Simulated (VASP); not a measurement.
# TaSi2 (P6_222) in VASP: a series of runs, part 2 of 2

VASP 6.6.1. Earlier steps stand in the parts before.

## (4) Single point, PBEsol (strain +0.025 along x and y, +0.000 along z)

File INCAR:

```
PREC = Accurate
ENCUT = 520
EDIFF = 1E-6
ISMEAR = 0
SIGMA = 0.15
LREAL = F
LASPH = T
NELM = 80
ALGO = Normal
ISIF = 2
LWAVE = F
LCHARG = T
GGA = PS
LELF = T
LVHAR = T
NBANDS = 38
```

File KPOINTS:

```
Automatic mesh
0
Gamma
  12 12 6
```

File POSCAR:

```
TaSi2
1.0
    4.8798810202      0.0000000000      0.0000000000
   -2.4399405101      4.2261009310      0.0000000000
    0.0000000000      0.0000000000      6.5557841497
Ta Si
3 6
Direct
    0.5000000000      0.0000000000      0.5000000000
    0.5000000000      0.5000000000      0.8333333333
    0.0000000000      0.5000000000      0.1666666667
    0.1592675430      0.3185350860      0.5000000000
    0.8407324570      0.1592675430      0.8333333333
    0.6814649140      0.8407324570      0.1666666667
    0.8407324570      0.6814649140      0.5000000000
    0.1592675430      0.8407324570      0.8333333333
    0.3185350860      0.1592675430      0.1666666667
```

Potentials or basis: VASP PAW PBE potentials, release 64 (Ta_pv, Si).

Run with:

```sh
> cat potpaw_PBE.64/Ta_pv/POTCAR potpaw_PBE.64/Si/POTCAR > POTCAR
> mpirun -np 1 vasp_std > vasp.out
```

OUTCAR:

```text
PREC = Accurate
   ENCUT = 520
   EDIFF = 1E-6
   ISMEAR = 0
   LREAL = F
   LASPH = T
   NELM = 80
   ISIF = 2
   GGA = PS

 ion  position               nearest neighbor table
   1  0.500  0.000  0.500-   5 2.62   6 2.62   8 2.62   9 2.62   7 2.79   4 2.79   4 2.79   7 2.79
                             4 2.88   7 2.88   2 3.28   2 3.28   3 3.28   3 3.28
   2  0.500  0.500  0.833-   4 2.62   7 2.62   6 2.62   9 2.62   8 2.79   5 2.79   8 2.79   5 2.79
                             8 2.88   5 2.88   1 3.28   1 3.28   3 3.28   3 3.28
   3  0.000  0.500  0.167-   4 2.62   7 2.62   5 2.62   8 2.62   6 2.79   9 2.79   9 2.79   6 2.79
                             6 2.88   9 2.88   1 3.28   1 3.28   2 3.28   2 3.28
   4  0.159  0.319  0.500-   5 2.57   9 2.57   2 2.62   3 2.62   7 2.69   1 2.79   1 2.79   1 2.88
                             7 2.88   7 2.88
   5  0.841  0.159  0.833-   4 2.57   6 2.57   1 2.62   3 2.62   8 2.69   2 2.79   2 2.79   2 2.88
                             8 2.88   8 2.88
   6  0.681  0.841  0.167-   7 2.57   5 2.57   1 2.62   2 2.62   9 2.69   3 2.79   3 2.79   3 2.88
                             9 2.88   9 2.88
   7  0.841  0.681  0.500-   6 2.57   8 2.57   2 2.62   3 2.62   4 2.69   1 2.79   1 2.79   1 2.88
                             4 2.88   4 2.88
   8  0.159  0.841  0.833-   7 2.57   9 2.57   1 2.62   3 2.62   5 2.69   2 2.79   2 2.79   2 2.88
[... 1196 lines left out ...]

------------------------ aborting loop because EDIFF is reached ----------------------------------------

  FORCE on cell =-STRESS in cart. coord.  units (eV):
  Direction    XX          YY          ZZ          XY          YZ          ZX
  --------------------------------------------------------------------------------------
  -------------------------------------------------------------------------------------
  Total       -8.2454089     -8.2454089     -3.3626053      0.0000000      0.0000000      0.0000000
  in kB      -97.7122548    -97.7122548    -39.8485692      0.0000000      0.0000000      0.0000000
  external PRESSURE =     -78.4243596 kB  Pullay stress =       0.0000000 kB

 VOLUME and BASIS-vectors are now :
 -----------------------------------------------------------------------------
  energy-cutoff  :      520.00
  volume of cell :      135.20
      direct lattice vectors                 reciprocal lattice vectors
     4.879881020  0.000000000  0.000000000     0.204923029  0.118312366  0.000000000
    -2.439940510  4.226100931  0.000000000     0.000000000  0.236624732  0.000000000
     0.000000000  0.000000000  6.555784150     0.000000000  0.000000000  0.152537054

 POSITION                                       TOTAL-FORCE (eV/Angst)
 -----------------------------------------------------------------------------------
      2.43994      0.00000      3.27789        -0.000000      0.000000      0.000000
      1.21997      2.11305      5.46315        -0.000000      0.000000     -0.000000
     -1.21997      2.11305      1.09263        -0.000000      0.000000     -0.000000
      0.00000      1.34616      3.27789        -0.000000     -0.052490      0.000000
      3.71407      0.67308      5.46315         0.045458     -0.026245      0.000000
      1.27413      3.55302      1.09263         0.045458      0.026245      0.000000
      2.43994      2.87994      3.27789        -0.000000      0.052490      0.000000
     -1.27413      3.55302      5.46315        -0.045458      0.026245      0.000000
      1.16581      0.67308      1.09263        -0.045458     -0.026245     -0.000000
 -----------------------------------------------------------------------------------
    total drift:                               -0.000000      0.000000      0.000000

  FREE ENERGIE OF THE ION-ELECTRON SYSTEM (eV)
  ---------------------------------------------------
  free  energy   TOTEN  =       -77.1626917155 eV

  energy  without entropy=      -77.1240880081  energy(sigma->0) =      -77.14338986
```

OSZICAR:

```text
N       E                     dE             d eps       ncg     rms          rms(c)
DAV:   1     0.372100721336E+03    0.37210E+03   -0.28059E+04  5792   0.140E+03
DAV:   2    -0.608314906689E+02   -0.43293E+03   -0.42174E+03  6650   0.355E+02
DAV:   3    -0.793248870760E+02   -0.18493E+02   -0.18106E+02  7386   0.642E+01
DAV:   4    -0.796576396880E+02   -0.33275E+00   -0.33106E+00  7336   0.860E+00
DAV:   5    -0.796625522342E+02   -0.49125E-02   -0.49096E-02  7178   0.110E+00    0.299E+01
DAV:   6    -0.774661059790E+02    0.21964E+01   -0.85642E+00  7348   0.130E+01    0.134E+01
DAV:   7    -0.771982417000E+02    0.26786E+00   -0.60009E-01  7188   0.360E+00    0.442E+00
DAV:   8    -0.771637873822E+02    0.34454E-01   -0.66669E-02  7394   0.119E+00    0.485E-01
DAV:   9    -0.771628875963E+02    0.89979E-03   -0.39178E-03  7544   0.303E-01    0.261E-01
DAV:  10    -0.771627103926E+02    0.17720E-03   -0.71056E-04  7260   0.157E-01    0.537E-02
DAV:  11    -0.771626940142E+02    0.16378E-04   -0.57522E-05  7368   0.404E-02    0.174E-02
DAV:  12    -0.771626925737E+02    0.14405E-05   -0.52103E-06  6544   0.117E-02    0.442E-03
DAV:  13    -0.771626917155E+02    0.85820E-06   -0.54322E-07  4246   0.363E-03
   1 F= -.77162692E+02 E0= -.77143390E+02  d E =-.386037E-01
```

stdout:

```text
POSCAR found type information on POSCAR TaSi
 POSCAR found :  2 types and       9 ions
 scaLAPACK will be used
 -----------------------------------------------------------------------------
|                                                                             |
|                                                                             |
|     You enforced a specific xc type in the INCAR file but a different       |
|     I HOPE YOU KNOW WHAT YOU ARE DOING!                                     |
|                                                                             |
 -----------------------------------------------------------------------------

 LDA part: xc-table for (Slater+PW92), standard interpolation
 POSCAR, INCAR and KPOINTS ok, starting setup
 FFT: planning ... GRIDC
 FFT: planning ... GRID_SOFT
 FFT: planning ... GRID
 WAVECAR not read
 entering main loop
```

Run time: 5.3 min. Hardware: 1 thread of Intel Xeon 8259CL, shared host; peak memory 0.45 GiB.

What came out:

```
Free energy            : -77.1627 eV
Pressure               : -7.8 GPa
Largest force          : 0.052 eV/Å
Band gap on the k mesh : zero (an odd number of electrons rules out a gap without spin polarisation)
```

Forces on the atoms (eV/Å):
```
Ta   0.000  0.000  0.000
Ta   0.000  0.000  0.000
Ta   0.000  0.000  0.000
Si   0.000 -0.052  0.000
Si   0.045 -0.026  0.000
Si   0.045  0.026  0.000
Si   0.000  0.052  0.000
Si  -0.045  0.026  0.000
Si  -0.045 -0.026  0.000
```

Caveat: the cell differs from its parent crystal (strain +0.025 along x and y, +0.000 along z); the stress differs along the axes, from -10 to -4 GPa; the PAW data sets were made with another functional, which shifts forces and pressure a little; spin-orbit coupling is left out, which moves the levels of the heavy elements.

## (5) Single point, PBEsol (strain +0.025 along x and y, -0.050 along z)

File INCAR:

```
PREC = Accurate
ENCUT = 520
EDIFF = 1E-7
ISMEAR = 0
SIGMA = 0.15
LREAL = F
LASPH = T
NELM = 80
ALGO = Normal
ISIF = 2
LWAVE = F
LCHARG = F
GGA = PS
NBANDS = 38
```

File KPOINTS:

```
regular mesh
0
Gamma
  12 12 6
```

Edit POSCAR of step 4 so:

```diff
@@ -4,3 +4,3 @@
    -2.4399405101      4.2261009310      0.0000000000
-    0.0000000000      0.0000000000      6.5557841497
+    0.0000000000      0.0000000000      6.2279949422
 Ta Si
```

Run with:

```sh
> cat potpaw_PBE.64/Ta_pv/POTCAR potpaw_PBE.64/Si/POTCAR > POTCAR
> mpirun -np 1 vasp_std > vasp.out
```

It took 2.6 min on 1 thread of Intel Xeon 6975P-C (Granite Rapids), shared host; peak memory 0.43 GiB.

The run converged. Its results:

| Item | Value |
| --- | --- |
| Free energy | -76.7912 eV |
| Pressure | 4.1 GPa |
| Largest force | 0.195 eV/Å |
| Band gap on the k mesh | zero (an odd number of electrons rules out a gap without spin polarisation) |

Forces on the atoms (eV/Å):
```
Ta   0.000  0.000  0.000
Ta   0.000  0.000  0.000
Ta   0.000  0.000  0.000
Si   0.000 -0.195  0.000
Si   0.169 -0.097  0.000
Si   0.169  0.097  0.000
Si   0.000  0.195  0.000
Si  -0.169  0.097  0.000
Si  -0.169 -0.097  0.000
```

Stress tensor (GPa, compression positive):
```
-5.53  0.00  0.00
 0.00 -5.53  0.00
 0.00  0.00 23.22
```

Levels at points of the mesh, in eV from the Fermi level:
| k point | band 27 | band 28 | band 29 | band 30 | band 31 | band 32 |
| --- | --- | --- | --- | --- | --- | --- |
| (0.00, 0.00, 0.00) | -1.86 | -1.86 | -1.68 | 1.00 | 2.62 | 2.62 |
| (0.50, 0.00, 0.00) | -0.59 | -0.25 | 0.08 | 0.87 | 1.08 | 1.47 |
| (0.00, 0.00, 0.50) | -2.09 | -2.09 | 1.63 | 1.63 | 2.95 | 2.95 |
| (0.50, 0.00, 0.50) | -1.51 | -0.74 | -0.73 | 1.34 | 1.83 | 2.34 |

Caveat: the cell differs from its parent crystal (strain +0.025 along x and y, -0.050 along z); the stress differs along the axes, from -6 to 23 GPa; the PAW data sets were made with another functional, which shifts forces and pressure a little; spin-orbit coupling is left out, which moves the levels of the heavy elements.

## (6) Summary

```csv
cell,gap on the mesh (eV),pressure (GPa),largest force (eV/Å)
"a = 4.999, b = 4.999, c = 6.228 Å, angles 90.0, 90.0, 120.0°, 9 atoms",none,-3.6,0.17
"a = 4.761, b = 4.761, c = 6.884 Å, angles 90.0, 90.0, 120.0°, 9 atoms",none,-8.9,0.15
"a = 4.880, b = 4.880, c = 6.556 Å, angles 90.0, 90.0, 120.0°, 9 atoms",none,-7.8,0.05
"a = 4.880, b = 4.880, c = 6.228 Å, angles 90.0, 90.0, 120.0°, 9 atoms",none,4.1,0.19
```

Alike in all rows: task single point; level PBEsol; potentials or basis VASP PAW PBE potentials, release 64 (Ta_pv, Si); no spin polarisation; k mesh 12 × 12 × 6; cutoff (eV) 520; smearing gaussian 0.15 eV.

Caveats: the PAW data sets were made with another functional, which shifts forces and pressure a little; spin-orbit coupling is left out, which moves the levels of the heavy elements; the stress differs along the axes, from -14 to 17 GPa (at least some runs); the stress differs along the axes, from -19 to -4 GPa (at least some runs); the stress differs along the axes, from -10 to -4 GPa (at least some runs); the stress differs along the axes, from -6 to 23 GPa (at least some runs).

Absolute energies hang on the potentials; compare differences alone.
